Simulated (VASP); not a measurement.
# Re (Fm-3m) in VASP: single point with PBE

Aim: the single point of Re with PBE.

All numbers are computed with VASP 6.6.1; they aren't measurements. Logs are shortened: lines on timing, memory, paths and dates and some standing lists are left out, and cuts for length are marked.

### 1 The cell of the first run

Symmetry: Fm-3m, No. 225, cubic system. Conventional cell: a = 3.915 Å, b = 3.915 Å, c = 3.915 Å, α = 90.00°, β = 90.00°, γ = 90.00°. Within 3.6 Å of Re (site symmetry m-3m) lie 12 Re at 2.77 Å.

This isn't the form of Re at room conditions, which is hcp.

### 2 Single point, PBE

INCAR reads:

```
SYSTEM = Re
PREC     = Accurate       ! precision mode
ENCUT    = 560            ! plane-wave cutoff, eV
EDIFF    = 1E-6           ! SCF threshold, eV
ISMEAR   = -1             ! smearing method
SIGMA    = 0.15           ! smearing width, eV
LREAL    = .FALSE.        ! projectors in reciprocal space
LASPH    = .TRUE.         ! aspherical terms in the spheres
NELM     = 120            ! most SCF steps
ALGO     = Normal         ! electronic algorithm
ISIF     = 2              ! what is computed and relaxed
LWAVE    = .FALSE.        ! write WAVECAR
LCHARG   = .FALSE.        ! write CHGCAR
GGA      = PE             ! functional
NBANDS   = 14             ! bands
GGA_COMPAT= .FALSE.
```

KPOINTS reads:

```
regular mesh
0
G
  4 4 4
  0 0 0
```

POSCAR reads:

```
Re
1.0
    0.0000000000      1.9574000000      1.9574000000
    1.9574000000      0.0000000000      1.9574000000
    1.9574000000      1.9574000000      0.0000000000
Re
1
Direct
    0.0000000000      0.0000000000      0.0000000000
```

Potentials or basis: VASP PAW PBE potentials, release 64 (Re_sv_GW).

On the command line:

```sh
$ cat potpaw_PBE.64/Re_sv_GW/POTCAR > POTCAR
$ mpirun -np 1 vasp_std > vasp.out
```

OUTCAR:

```text
SYSTEM = Re
   PREC = Accurate
   ENCUT = 560
   EDIFF = 1E-6
   ISMEAR = -1
   LREAL = .FALSE.
   LASPH = .TRUE.
   NELM = 120
   ISIF = 2
   GGA = PE

 ion  position               nearest neighbor table
   1  0.000  0.000  0.000-

  LATTYP: Found a face centered cubic cell.
 ALAT       =     3.9148000000

  Lattice vectors:

 A1 = (   0.0000000000,   1.9574000000,   1.9574000000)
 A2 = (   1.9574000000,   0.0000000000,   1.9574000000)
 A3 = (   1.9574000000,   1.9574000000,   0.0000000000)

Analysis of symmetry for initial positions (statically):
=====================================================================
 Subroutine PRICEL returns:
 Original cell was already a primitive cell.

 Routine SETGRP: Setting up the symmetry group for a
 face centered cubic supercell.

 Subroutine GETGRP returns: Found 48 space group operations
 (whereof 48 operations were pure point group operations)
 out of a pool of 48 trial point group operations.

The static configuration has the point symmetry O_h .

Analysis of symmetry for dynamics (positions and initial velocities):
=====================================================================
 Subroutine PRICEL returns:
 Original cell was already a primitive cell.

 Routine SETGRP: Setting up the symmetry group for a
 face centered cubic supercell.

 Subroutine GETGRP returns: Found 48 space group operations
 (whereof 48 operations were pure point group operations)
 out of a pool of 48 trial point group operations.

The dynamic configuration has the point symmetry O_h .

 Subroutine INISYM returns: Found 48 space group operations
 (whereof 48 operations are pure point group operations),
 and found     1 'primitive' translations

----------------------------------------------------------------------------------------

                                     Primitive cell

  volume of cell :      14.9992

  direct lattice vectors                    reciprocal lattice vectors
     0.000000000  1.957400000  1.957400000    -0.255440891  0.255440891  0.255440891
     1.957400000  0.000000000  1.957400000     0.255440891 -0.255440891  0.255440891
     1.957400000  1.957400000  0.000000000     0.255440891  0.255440891 -0.255440891

  length of vectors
     2.768181627  2.768181627  2.768181627     0.442436602  0.442436602  0.442436602

  position of ions in fractional coordinates (direct lattice)
     0.000000000  0.000000000  0.000000000

  ion indices of the primitive-cell ions
   primitive index   ion index
                 1           1

----------------------------------------------------------------------------------------

 KPOINTS: regular mesh

Automatic generation of k-mesh.
 Grid dimensions read from file:
 generate k-points for:    4    4    4

 Generating k-lattice:

  Cartesian coordinates                     Fractional coordinates (reciprocal lattice)
    -0.063860223  0.063860223  0.063860223     0.250000000  0.000000000  0.000000000
     0.063860223 -0.063860223  0.063860223     0.000000000  0.250000000  0.000000000
     0.063860223  0.063860223 -0.063860223     0.000000000  0.000000000  0.250000000

  Length of vectors
     0.110609150  0.110609150  0.110609150

  Shift w.r.t. Gamma in fractional coordinates (k-lattice)
     0.000000000  0.000000000  0.000000000

 Subroutine IBZKPT returns following result:
 ===========================================

 Found      8 irreducible k-points:

 Following reciprocal coordinates:
            Coordinates               Weight
  0.000000  0.000000  0.000000      1.000000
  0.250000  0.000000  0.000000      8.000000
  0.500000  0.000000  0.000000      4.000000
  0.250000  0.250000  0.000000      6.000000
  0.500000  0.250000  0.000000     24.000000
 -0.250000  0.250000  0.000000     12.000000
  0.500000  0.500000  0.000000      3.000000
 -0.250000  0.500000  0.250000      6.000000
   k-points           NKPTS =      8   k-points in BZ     NKDIM =      8   number of bands    NBANDS=     14
   number of dos      NEDOS =    301   number of ions     NIONS =      1
   total plane-waves  NPLWV =  13824
   dimension x,y,z NGX =    24 NGY =   24 NGZ =   24
   dimension x,y,z NGXF=    48 NGYF=   48 NGZF=   48
   ions per type =               1
   NGX,Y,Z   is equivalent  to a cutoff of  14.41, 14.41, 14.41 a.u.
   NGXF,Y,Z  is equivalent  to a cutoff of  28.83, 28.83, 28.83 a.u.
 SYSTEM =  Re
   PREC   = accura    normal or accurate (medium, high low for compatibility)
   ISTART =      0    job   : 0-new  1-cont  2-samecut
   ICHARG =      2    charge: 1-file 2-atom 10-const
   ISPIN  =      1    spin polarized calculation?
   LNONCOLLINEAR =      F non collinear calculations
   LSORBIT =      F    spin-orbit coupling
   LASPH  =      T    aspherical Exc in radial PAW
   ENCUT  =  560.0 eV  41.16 Ry    6.42 a.u.   5.34  5.34  5.34*2*pi/ulx,y,z
   NELM   =    120;   NELMIN=  2; NELMDL= -5     # of ELM steps
   EDIFF  = 0.1E-05   stopping-criterion for ELM
   LREAL  =      F    real-space projection
   EDIFFG = 0.1E-04   stopping-criterion for IOM
   NSW    =      0    number of steps for IOM
   IBRION =     -1    ionic relax: 0-MD 1-quasi-New 2-CG
   NFREE  =      0    steps in history (QN), initial steepest desc. (CG)
   ISIF   =      2    stress and relaxation
   ISYM   =      2    0-nonsym 1-usesym 2-fastsym
   POTIM  = 0.5000    time-step for ionic-motion
   TEBEG  =    0.0;   TEEND  =   0.0 temperature during run
   PSTRESS=    0.0 pullay stress
   NELECT =      15.0000    total number of electrons
   NUPDOWN=      -1.0000    fix difference up-down
   EMIN   =  10.00;   EMAX   =-10.00  energy-range for DOS
   EFERMI =   0.00;   METHOD = LEGACY
   ISMEAR =    -1;   SIGMA  =   0.15  broadening in eV -4-tet -1-fermi 0-gaus
   EFERMI_NEDOS =   21; number of points for ismear=-14 and -15
   IALGO  =     38    algorithm
   IMIX   =      4    mixing-type and parameters
     AMIX     =   0.40;   BMIX     =  1.00
     AMIX_MAG =   1.60;   BMIX_MAG =  1.00
  volume/ion in A,a.u.               =      15.00       101.22
  Fermi-wavevector in a.u.,A,eV,Ry     =   1.637127  3.093721 36.466122  2.680184
  Thomas-Fermi vector in A             =   2.728318
   LORBIT       =      0    0 simple, 1 ext, 2 COOP (PROOUT), +10 PAW based schemes
   GGA     = PE    functional components
   LHFCALC =     F    Hartree Fock is set to
   AEXX    =    0.0000 exact exchange contribution
   IVDW    =     0    specifies the selected vdW correction
   LEPSILON=     F    determine dielectric tensor
   LRPA    =     F    only Hartree local field effects (RPA)
 non-spin polarized calculation
  energy-cutoff  :      560.00
  volume of cell :       15.00
 maximum number of plane-waves:       464
 NGX is ok and might be reduce to    24
   NGX = 11   NGY = 11   NGZ = 11

 number of electron      15.0000001 magnetization

 Free energy of the ion-electron system (eV)
  ---------------------------------------------------
  ext. energy  EPLUGINS =         0.00000000
  ---------------------------------------------------
  free energy    TOTEN  =       -13.87515104 eV

  energy without entropy =      -13.73369696  energy(sigma->0) =      -13.80442400

 E-fermi :  13.1248     XC(G=0): -14.1053

 val. band max:       12.6570732229   @ k =  -0.2500   0.2500   0.0000
 cond. band min:      13.1748116355   @ k =   0.5000   0.0000   0.0000
 fundamental gap:      0.5177384126
 Fermi energy:        13.1248251092

 k-point     1 :       0.0000    0.0000    0.0000
  band No.  band energies     occupation
      1     -67.1301      2.00000
      2     -28.3812      2.00000
      3     -28.3812      2.00000
      4     -28.3812      2.00000
      5       2.9885      2.00000
      6      11.1480      2.00000
      7      11.1480      2.00000
      8      11.1480      2.00000
      9      14.2761      0.00093
     10      14.2761      0.00093
     11      25.9780      0.00000
     12      31.5041      0.00000
     13      31.5041      0.00000
     14      31.5041      0.00000

 k-point     2 :       0.2500    0.0000    0.0000
  band No.  band energies     occupation
      1     -67.0767      2.00000
      2     -28.9700      2.00000
      3     -28.4595      2.00000
      4     -28.4595      2.00000
      5       5.2712      2.00000
      6      10.3096      2.00000
      7      11.6095      1.99992
      8      11.6095      1.99992
      9      14.4031      0.00040
     10      14.4031      0.00040
     11      26.2950      0.00000
     12      29.8552      0.00000
     13      36.0713      0.00000
     14      36.0713      0.00000

 k-point     3 :       0.5000    0.0000    0.0000
  band No.  band energies     occupation
      1     -67.0231      2.00000
      2     -29.5228      2.00000
      3     -28.5367      2.00000
      4     -28.5367      2.00000
      5       6.2434      2.00000
      6      10.9550      2.00000
      7      10.9550      2.00000
      8      13.1748      0.83490
      9      16.7577      0.00000
     10      16.7577      0.00000
     11      22.7156      0.00000
     12      25.6591      0.00000
     13      32.0606      0.00000
     14      32.0606      0.00000

 k-point     4 :       0.2500    0.2500    0.0000
  band No.  band energies     occupation
      1     -67.0590      2.00000
      2     -28.9449      2.00000
      3     -28.5918      2.00000
      4     -28.5918      2.00000
      5       6.0377      2.00000
      6       8.8146      2.00000
      7      11.7778      1.99975
      8      13.3614      0.34245
      9      13.3614      0.34245
     10      15.3829      0.00000
     11      30.6536      0.00000
     12      31.5145      0.00000
     13      31.5145      0.00000
     14      32.0187      0.00000

 k-point     5 :       0.5000    0.2500    0.0000
  band No.  band energies     occupation
      1     -67.0051      2.00000
      2     -29.3297      2.00000
      3     -28.8398      2.00000
      4     -28.6678      2.00000
      5       7.5270      2.00000
      6       8.9669      2.00000
      7      11.0188      2.00000
      8      13.2155      0.70677
      9      16.9647      0.00000
     10      19.0621      0.00000
     11      22.5787      0.00000
     12      29.0497      0.00000
     13      29.8129      0.00000
     14      33.0306      0.00000

 k-point     6 :      -0.2500    0.2500    0.0000
  band No.  band energies     occupation
      1     -67.0227      2.00000
      2     -29.2058      2.00000
      3     -28.8663      2.00000
      4     -28.5371      2.00000
      5       8.0089      2.00000
      6       9.7441      2.00000
      7      10.0385      2.00000
      8      12.6571      1.91529
      9      13.9979      0.00592
     10      18.5559      0.00000
     11      25.6611      0.00000
     12      29.2408      0.00000
     13      30.1249      0.00000
     14      34.4299      0.00000

 k-point     7 :       0.5000    0.5000    0.0000
  band No.  band energies     occupation
      1     -66.9878      2.00000
      2     -29.4536      2.00000
      3     -28.7968      2.00000
      4     -28.7968      2.00000
      5       6.3478      2.00000
      6       7.1819      2.00000
      7      15.6736      0.00000
      8      16.7208      0.00000
      9      17.4783      0.00000
     10      17.4783      0.00000
     11      24.8559      0.00000
     12      24.8559      0.00000
     13      25.7156      0.00000
     14      34.8809      0.00000

 k-point     8 :      -0.2500    0.5000    0.2500
  band No.  band energies     occupation
      1     -66.9871      2.00000
      2     -29.1320      2.00000
      3     -29.1320      2.00000
      4     -28.8118      2.00000
      5       8.1479      2.00000
      6       9.8357      2.00000
      7       9.8357      2.00000
      8      13.1999      0.75481
      9      17.4872      0.00000
     10      22.8701      0.00000
     11      23.4650      0.00000
     12      23.4650      0.00000
     13      28.0962      0.00000
     14      37.8618      0.00000

------------------------ aborting loop because EDIFF is reached ----------------------------------------

  FORCE on cell =-STRESS in cart. coord.  units (eV):
  Direction    XX          YY          ZZ          XY          YZ          ZX
  --------------------------------------------------------------------------------------
  -------------------------------------------------------------------------------------
  Total        0.1498090      0.1498090      0.1498090      0.0000000     -0.0000000      0.0000000
  in kB       16.0022068     16.0022068     16.0022068      0.0000000     -0.0000000      0.0000000
  external PRESSURE =      16.0022068 kB  Pullay stress =       0.0000000 kB

 VOLUME and BASIS-vectors are now :
 -----------------------------------------------------------------------------
  energy-cutoff  :      560.00
  volume of cell :       15.00
      direct lattice vectors                 reciprocal lattice vectors
     0.000000000  1.957400000  1.957400000    -0.255440891  0.255440891  0.255440891
     1.957400000  0.000000000  1.957400000     0.255440891 -0.255440891  0.255440891
     1.957400000  1.957400000  0.000000000     0.255440891  0.255440891 -0.255440891

 POSITION                                       TOTAL-FORCE (eV/Angst)
 -----------------------------------------------------------------------------------
      0.00000      0.00000      0.00000         0.000000      0.000000     -0.000000
 -----------------------------------------------------------------------------------
    total drift:                               -0.000000      0.000000      0.000000

  FREE ENERGIE OF THE ION-ELECTRON SYSTEM (eV)
  ---------------------------------------------------
  free  energy   TOTEN  =       -13.8751510405 eV

  energy  without entropy=      -13.7336969616  energy(sigma->0) =      -13.80442400
```

It took 4.6 s on 1 thread of AMD EPYC 7R43 (Zen 3), shared host; peak memory 0.11 GiB.

What came out:

```yaml
Free_energy: -13.8752 eV
Pressure: 1.6 GPa
Band_gap_on_the_k_mesh: zero (an odd number of electrons rules out a gap without spin polarisation)
```

Caveat: the k points lie up to 0.69 Å⁻¹ apart, too coarse for converged energies and pressures of a metal; spin-orbit coupling is left out, which moves the levels of the heavy elements.

The gap in the log of VASP goes by the Fermi energy; the results here count the filled bands.